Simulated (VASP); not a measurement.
# Al (P6_3/mmc) in VASP: a series of runs

Al is run at these levels: PBEsol+D3(BJ); tasks: single point, relaxation of cell and atoms.

Program: VASP 6.6.1. These are calculated values, not measurements. Logs are shortened: lines on timing, memory, paths and dates and some standing lists are left out, and cuts for length are marked.

**1. The cell of the first run**

Symmetry: P6_3/mmc, No. 194, hexagonal system. Conventional cell: a = 2.801 Å, b = 2.801 Å, c = 9.192 Å, α = 90.00°, β = 90.00°, γ = 120.00°. Within 3.7 Å of Al (site symmetry -3m) lie 12 Al at 2.80 to 2.81 Å. Al (site symmetry -6m2) has 12 Al at 2.80 to 2.81 Å within 3.7 Å.

This isn't the form of Al at room conditions, which is fcc.

**2. Single point, PBEsol+D3(BJ)**

The input, INCAR:

```
SYSTEM = Al
PREC     = Accurate       ! precision mode
ENCUT    = 520            ! plane-wave cutoff, eV
EDIFF    = 1E-7           ! SCF threshold, eV
ISMEAR   = 0              ! smearing method
SIGMA    = 0.1            ! smearing width, eV
LREAL    = .FALSE.        ! projectors in reciprocal space
LASPH    = .TRUE.         ! aspherical terms in the spheres
NELM     = 60             ! most SCF steps
ALGO     = Fast           ! electronic algorithm
ISIF     = 2              ! what is computed and relaxed
LWAVE    = .FALSE.        ! write WAVECAR
LCHARG   = .FALSE.        ! write CHGCAR
GGA      = PS             ! functional
IVDW     = 12             ! dispersion correction
NBANDS   = 14             ! bands
```

The input, KPOINTS:

```
regular mesh
0
G
  18 18 6
  0 0 0
```

The input, POSCAR:

```
Al
1.0
    2.8007800515      0.0000000000      0.0000000000
   -1.4003900257      2.4255466750      0.0000000000
    0.0000000000      0.0000000000      9.1920208392
Al
4
Direct
    0.0000000000      0.0000000000      0.0000000000
    0.3333333333      0.6666666667      0.2500000000
    0.0000000000      0.0000000000      0.5000000000
    0.6666666667      0.3333333333      0.7500000000
```

Potentials or basis: VASP PAW PBE potentials, release 64 (Al).

On the command line:

```sh
cat potpaw_PBE.64/Al/POTCAR > POTCAR
mpirun -np 1 vasp_std > vasp.out
```

OUTCAR:

```text
SYSTEM = Al
   PREC = Accurate
   ENCUT = 520
   EDIFF = 1E-7
   ISMEAR = 0
   LREAL = .FALSE.
   LASPH = .TRUE.
   NELM = 60
   ISIF = 2
   GGA = PS
   IVDW = 12
 IVDW          = 12

 ion  position               nearest neighbor table
   1  0.000  0.000  0.000-   2 2.81   4 2.81   2 2.81   4 2.81   4 2.81   2 2.81
   2  0.333  0.667  0.250-   1 2.81   3 2.81   1 2.81   3 2.81   1 2.81   3 2.81
   3  0.000  0.000  0.500-   2 2.81   4 2.81   2 2.81   4 2.81   4 2.81   2 2.81
   4  0.667  0.333  0.750-   1 2.81   3 2.81   1 2.81   3 2.81   1 2.81   3 2.81

  LATTYP: Found a hexagonal cell.
 ALAT       =     2.8007800515
 C/A-ratio  =     3.2819502675

  Lattice vectors:

 A1 = (   2.8007800515,   0.0000000000,   0.0000000000)
 A2 = (  -1.4003900257,   2.4255466750,   0.0000000000)
 A3 = (   0.0000000000,   0.0000000000,   9.1920208392)

Analysis of symmetry for initial positions (statically):
=====================================================================
 Subroutine PRICEL returns:
 Original cell was already a primitive cell.

 Routine SETGRP: Setting up the symmetry group for a
 hexagonal supercell.

 Subroutine GETGRP returns: Found 24 space group operations
 (whereof 12 operations were pure point group operations)
 out of a pool of 24 trial point group operations.

The static configuration has the point symmetry D_3d.
 The point group associated with its full space group is D_6h.

Analysis of symmetry for dynamics (positions and initial velocities):
=====================================================================
 Subroutine PRICEL returns:
 Original cell was already a primitive cell.

 Routine SETGRP: Setting up the symmetry group for a
 hexagonal supercell.

 Subroutine GETGRP returns: Found 24 space group operations
 (whereof 12 operations were pure point group operations)
 out of a pool of 24 trial point group operations.

The dynamic configuration has the point symmetry D_3d.
 The point group associated with its full space group is D_6h.

 Subroutine INISYM returns: Found 24 space group operations
 (whereof 12 operations are pure point group operations),
 and found     1 'primitive' translations

----------------------------------------------------------------------------------------

                                     Primitive cell

  volume of cell :      62.4453

  direct lattice vectors                    reciprocal lattice vectors
     2.800780051  0.000000000  0.000000000     0.357043388  0.206139096  0.000000000
[... 105 lines left out ...]
   ISMEAR =     0;   SIGMA  =   0.10  broadening in eV -4-tet -1-fermi 0-gaus
   EFERMI_NEDOS =   21; number of points for ismear=-14 and -15
   IALGO  =     68    algorithm
   IMIX   =      4    mixing-type and parameters
     AMIX     =   0.40;   BMIX     =  1.00
     AMIX_MAG =   1.60;   BMIX_MAG =  1.00
  volume/ion in A,a.u.               =      15.61       105.35
  Fermi-wavevector in a.u.,A,eV,Ry     =   0.944718  1.785258 12.143083  0.892491
  Thomas-Fermi vector in A             =   2.072549
   LORBIT       =      0    0 simple, 1 ext, 2 COOP (PROOUT), +10 PAW based schemes
   GGA     = PS    functional components
   LHFCALC =     F    Hartree Fock is set to
   AEXX    =    0.0000 exact exchange contribution
   IVDW    =    12    specifies the selected vdW correction
   LEPSILON=     F    determine dielectric tensor
   LRPA    =     F    only Hartree local field effects (RPA)
 non-spin polarized calculation
 RMM-DIIS sequential band-by-band and
 Gauss-broadening in eV      SIGMA  =   0.10
  energy-cutoff  :      520.00
  volume of cell :       62.45
 maximum number of plane-waves:      1702
 NGX is ok and might be reduce to    24
   NGX = 11   NGY = 11   NGZ = 35

 number of electron      12.0000000 magnetization

 Free energy of the ion-electron system (eV)
  ---------------------------------------------------
  ext. energy  EPLUGINS =         0.00000000
  ---------------------------------------------------
  free energy    TOTEN  =       -16.29398973 eV

  energy without entropy =      -16.28627863  energy(sigma->0) =      -16.29013418

 E-fermi :   8.5245     XC(G=0): -10.4609

 val. band max:        8.5237464127   @ k =   0.3889   0.0556   0.0000
 cond. band min:       8.5257984813   @ k =   0.3889   0.1667   0.1667
 fundamental gap:      0.0020520686
 Fermi energy:         8.5245184450

 k-point     1 :       0.0000    0.0000    0.0000
  band No.  band energies     occupation
      1      -2.9806      2.00000
      2      -1.2441      2.00000
      3      -1.2371      2.00000
      4       3.6952      2.00000
      5       4.0231      2.00000
      6      11.9877      0.00000
      7      11.9993      0.00000
      8      19.6990      0.00000
      9      19.6990      0.00000
     10      19.8159      0.00000
     11      19.8159      0.00000
     12      20.7511      0.00000
     13      20.7638      0.00000
     14      20.8874      0.00000
[... 377 lines left out ...]
      1       2.1168      2.00000
      2       3.7613      2.00000
      3       3.7679      2.00000
      4       4.7562      2.00000
      5       6.4620      2.00000
      6       6.4794      2.00000
      7       8.5468      0.75297
      8       9.0601      0.00000
      9      10.9187      0.00000
     10      11.1182      0.00000
     11      12.2802      0.00000
     12      12.9906      0.00000
     13      13.3103      0.00000
     14      16.7545      0.00000

 [... further k-points ...]

------------------------ aborting loop because EDIFF is reached ----------------------------------------

 Edisp (eV)   -1.34343

 E8    (eV) :    -0.9047

  FORCE on cell =-STRESS in cart. coord.  units (eV):
  Direction    XX          YY          ZZ          XY          YZ          ZX
  --------------------------------------------------------------------------------------
  -------------------------------------------------------------------------------------
  Total       0.03404     0.03404     0.03629     0.00000    -0.00000     0.00000
  in kB       0.87335     0.87335     0.93109     0.00000    -0.00000     0.00000
  external pressure =        0.89 kB  Pullay stress =        0.00 kB

 VOLUME and BASIS-vectors are now :
 -----------------------------------------------------------------------------
  energy-cutoff  :      520.00
  volume of cell :       62.45
      direct lattice vectors                 reciprocal lattice vectors
     2.800780051  0.000000000  0.000000000     0.357043388  0.206139096  0.000000000
    -1.400390026  2.425546675  0.000000000     0.000000000  0.412278193  0.000000000
     0.000000000  0.000000000  9.192020839     0.000000000  0.000000000  0.108790006

 POSITION                                       TOTAL-FORCE (eV/Angst)
 -----------------------------------------------------------------------------------
      0.00000      0.00000      0.00000         0.000000     -0.000000      0.000000
     -0.00000      1.61703      2.29801         0.000000     -0.000000      0.000000
      0.00000      0.00000      4.59601         0.000000     -0.000000      0.000000
      1.40039      0.80852      6.89402        -0.000000      0.000000      0.000000
 -----------------------------------------------------------------------------------
    total drift:                               -0.000000      0.000000      0.000000

  FREE ENERGIE OF THE ION-ELECTRON SYSTEM (eV)
  ---------------------------------------------------
  free  energy   TOTEN  =       -17.6374189428 eV

  energy  without entropy=      -17.6297078399  energy(sigma->0) =      -17.63356339
```

OSZICAR:

```text
N       E                     dE             d eps       ncg     rms          rms(c)
DAV:   1     0.514830475293E+01    0.51483E+01   -0.42186E+03  4144   0.662E+02
DAV:   2    -0.157165406615E+02   -0.20865E+02   -0.19209E+02  5330   0.894E+01
DAV:   3    -0.164094223035E+02   -0.69288E+00   -0.68289E+00  5560   0.133E+01
DAV:   4    -0.164141442474E+02   -0.47219E-02   -0.47203E-02  4914   0.135E+00
DAV:   5    -0.164141947231E+02   -0.50476E-04   -0.50476E-04  5554   0.147E-01    0.298E+00
RMM:   6    -0.163422636684E+02    0.71931E-01   -0.69978E-03  4158   0.427E-01    0.171E+00
RMM:   7    -0.162944589928E+02    0.47805E-01   -0.17354E-02  4265   0.664E-01    0.209E-01
RMM:   8    -0.162939806772E+02    0.47832E-03   -0.10635E-03  4446   0.204E-01    0.328E-02
RMM:   9    -0.162939932635E+02   -0.12586E-04   -0.20040E-04  4827   0.980E-02    0.431E-02
RMM:  10    -0.162939955884E+02   -0.23249E-05   -0.27945E-05  4882   0.341E-02    0.168E-02
RMM:  11    -0.162939894600E+02    0.61284E-05   -0.74286E-06  4768   0.158E-02    0.178E-02
RMM:  12    -0.162939904426E+02   -0.98264E-06   -0.22921E-06  4709   0.908E-03    0.229E-02
RMM:  13    -0.162939897208E+02    0.72184E-06   -0.60433E-07  4599   0.467E-03    0.431E-03
RMM:  14    -0.162939897331E+02   -0.12270E-07   -0.88775E-08  3019   0.203E-03
   1 F= -.17637419E+02 E0= -.17633563E+02  d E =-.771110E-02
```

Wall time 83 s (1 thread of AMD EPYC 9R45 (Zen 5), shared host); peak memory 0.23 GiB.

What came out:

```yaml
Free_energy: -17.6374 eV
Pressure: 0.1 GPa
Band_gap_on_the_k_mesh: zero (bands 6 and 7 overlap by 5.55 eV)
Dispersion_energy_per_atom: -0.336 eV
```

Levels at points of the mesh, in eV from the Fermi level:
```
           k point  band 4  band 5  band 6  band 7  band 8  band 9
(0.00, 0.00, 0.00)   -4.83   -4.50    3.46    3.47   11.17   11.17
(0.50, 0.00, 0.00)   -4.01   -3.36   -3.31    0.82    1.24    1.39
(0.00, 0.00, 0.50)   -7.62   -0.95   -0.95    8.45    8.45   11.51
(0.50, 0.00, 0.50)   -4.93   -1.90   -1.90   -1.22   -1.22    4.71
```

Caveat: the PAW data sets were made with another functional, which shifts forces and pressure a little.

**3. Single point, PBEsol+D3(BJ)**

The input, INCAR:

```
PREC = Accurate
ENCUT = 520
EDIFF = 1E-6
ISMEAR = 0
SIGMA = 0.15
LREAL = False
LASPH = True
NELM = 100
ALGO = Fast
ISIF = 2
LWAVE = False
LCHARG = False
GGA = PS
IVDW = 12
NBANDS = 14
```

The input, KPOINTS:

```
Automatic mesh
0
Gamma
  18 18 6
```

POSCAR is that of step 2.

Potentials or basis: VASP PAW PBE potentials, release 64 (Al).

On the command line:

```sh
cat potpaw_PBE.64/Al/POTCAR > POTCAR
mpirun -np 1 vasp_std > vasp.out
```

It took 79 s on 1 thread of AMD EPYC 9R45 (Zen 5), shared host; peak memory 0.22 GiB.

It converged, with:

| Item | Value |
| --- | --- |
| Free energy | -17.6423 eV |
| Pressure | 0.1 GPa |
| Band gap on the k mesh | zero (bands 6 and 7 overlap by 5.55 eV) |
| Dispersion energy per atom | -0.336 eV |

Levels at points of the mesh, in eV from the Fermi level:
| k point | band 2 | band 3 | band 4 | band 5 | band 6 | band 7 | band 8 | band 9 | band 10 | band 11 |
| --- | --- | --- | --- | --- | --- | --- | --- | --- | --- | --- |
| (0.00, 0.00, 0.00) | -9.77 | -9.76 | -4.83 | -4.50 | 3.46 | 3.48 | 11.18 | 11.18 | 11.29 | 11.29 |
| (0.50, 0.00, 0.00) | -5.34 | -4.05 | -4.01 | -3.36 | -3.30 | 0.82 | 1.24 | 1.39 | 1.74 | 5.93 |
| (0.00, 0.00, 0.50) | -11.07 | -7.62 | -7.62 | -0.95 | -0.95 | 8.45 | 8.45 | 11.51 | 11.51 | 11.51 |
| (0.50, 0.00, 0.50) | -5.00 | -4.92 | -4.92 | -1.90 | -1.90 | -1.22 | -1.22 | 4.71 | 4.71 | 4.78 |

Caveat: the PAW data sets were made with another functional, which shifts forces and pressure a little.

**4. Relaxation of cell and atoms, PBEsol+D3(BJ)**

This run uses another cell than the first one, of 15.90 Å³/atom.

The input, INCAR:

```
SYSTEM = Al
PREC = Accurate ; ENCUT = 600
EDIFF = 1E-6 ; ISMEAR = 0
SIGMA = 0.1 ; LREAL = .False.
LASPH = .True. ; NELM = 80
ALGO = Fast ; ISIF = 3
LWAVE = .False. ; LCHARG = .False.
GGA = PS ; IVDW = 12
IBRION = 2 ; NSW = 100
EDIFFG = -0.005
```

The input, KPOINTS:

```
Automatic mesh
0
Gamma
  18 18 6
  0 0 0
```

The input, POSCAR:

```
Al
1.0
    2.8270770242      0.0000000000      0.0000000000
   -1.4135385121      2.4483205214      0.0000000000
    0.0000000000      0.0000000000      9.1859930700
Al
4
Direct
    0.0000000000      0.0000000000      0.0000000000
    0.3333333300      0.6666666700      0.2500000000
    0.0000000000      0.0000000000      0.5000000000
    0.6666666700      0.3333333300      0.7500000000
```

On the command line:

```sh
cat potpaw_PBE.64/Al/POTCAR > POTCAR
mpirun -np 1 vasp_std > vasp.out
```

It took 2.8 min on 1 thread of AMD EPYC 9R45 (Zen 5), shared host; peak memory 0.24 GiB.

Results (log left out):

- Free energy: -17.6378 eV
- Relaxed volume: 15.62 Å³/atom
- Relaxed cell: a = 2.802 Å, b = 2.802 Å, c = 9.195 Å, α = 90.00°, β = 90.00°, γ = 120.00°
- Space group after relaxing (to 0.1 Å): P6_3/mmc (No. 194)
- Energy gained by relaxing: 1.6 meV/atom
- Ionic steps: 6
- Pressure after relaxing: 0.0 GPa
- Band gap on the k mesh: zero (bands 6 and 7 overlap by 5.54 eV)
- Dispersion energy per atom: -0.336 eV

Step by step:
```tsv
step	energy change (eV)	largest force (eV/Å)	pressure (GPa)	volume (Å³)
1	0.0000	0.0000	-1.50	63.58
2	-0.0057	0.0000	0.41	62.22
3	-0.0059	0.0000	0.08	62.44
4	-0.0063	0.0000	0.05	62.47
5	-0.0064	0.0000	0.01	62.50
6	-0.0064	0.0000	0.02	62.50
```

Final structure:
```xyz
4
Lattice="2.8015 0.0000 0.0000 -1.4008 2.4262 0.0000 0.0000 0.0000 9.1946" Properties=species:S:1:pos:R:3 pbc="T T T"
Al    0.0000    0.0000    0.0000
Al    0.0000    1.6175    2.2986
Al    0.0000    0.0000    4.5973
Al    1.4008    0.8087    6.8959
```

Levels at points of the mesh, in eV from the Fermi level:
| k point | band 4 | band 5 | band 6 | band 7 | band 8 | band 9 |
| --- | --- | --- | --- | --- | --- | --- |
| (0.00, 0.00, 0.00) | -4.83 | -4.50 | 3.46 | 3.47 | 11.17 | 11.17 |
| (0.50, 0.00, 0.00) | -4.01 | -3.36 | -3.30 | 0.82 | 1.24 | 1.39 |
| (0.00, 0.00, 0.50) | -7.62 | -0.95 | -0.95 | 8.45 | 8.45 | 11.50 |
| (0.50, 0.00, 0.50) | -4.92 | -1.90 | -1.90 | -1.22 | -1.22 | 4.71 |

Caveat: the PAW data sets were made with another functional, which shifts forces and pressure a little.

**5. Summary**

| task | cell | cutoff (eV) | smearing | gap on the mesh (eV) | pressure (GPa) |
| --- | --- | --- | --- | --- | --- |
| single point | a = 2.801, b = 2.801, c = 9.192 Å, angles 90.0, 90.0, 120.0°, 4 atoms | 520 | gaussian 0.1 eV | none | 0.1 |
| single point | a = 2.801, b = 2.801, c = 9.192 Å, angles 90.0, 90.0, 120.0°, 4 atoms | 520 | gaussian 0.15 eV | none | 0.1 |
| relaxation of cell and atoms | relaxed from a = 2.827, b = 2.827, c = 9.186 Å, angles 90.0, 90.0, 120.0°, 4 atoms | 600 | gaussian 0.1 eV | none | 0.0 |

Alike in all rows: level PBEsol+D3(BJ); potentials or basis VASP PAW PBE potentials, release 64 (Al); no spin polarisation; k mesh 18 × 18 × 6.

Caveats: the PAW data sets were made with another functional, which shifts forces and pressure a little.

Absolute energies hang on the potentials; compare differences alone.
